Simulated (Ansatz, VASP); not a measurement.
# Ca in VASP and in Ansatz

```
CELL_PARAMETERS angstrom
3.85414 0.00000 0.00000
-1.92707 3.33778 0.00000
0.00000 0.00000 6.34728
ATOMIC_POSITIONS crystal
Ca 0.33333 0.66667 0.25000
Ca 0.66667 0.33333 0.75000
```

Alike in both runs: task single point; functional PBEsol; k mesh 11 × 11 × 6; occupations fermi-dirac, width 0.1 eV; no spin polarisation.

|  | VASP | Ansatz |
| --- | --- | --- |
| version | VASP 6.6.1 | Ansatz 0.2.0 |
| potentials or method | VASP PAW PBE potentials, release 64 (Ca_sv), cutoff 520 eV | plane waves (420 eV) with PAW, scalar-relativistic |
| valence electrons in the cell | 20 | 20 |

```tsv
	VASP	Ansatz	Ansatz less VASP
pressure (GPa)	0.0	0.0	-0.01
```

VASP's potentials were made for PBE, not for PBEsol, and Ansatz warns of the same on its side. The functional is the same, so the differences come from potentials, cutoffs and numerics.
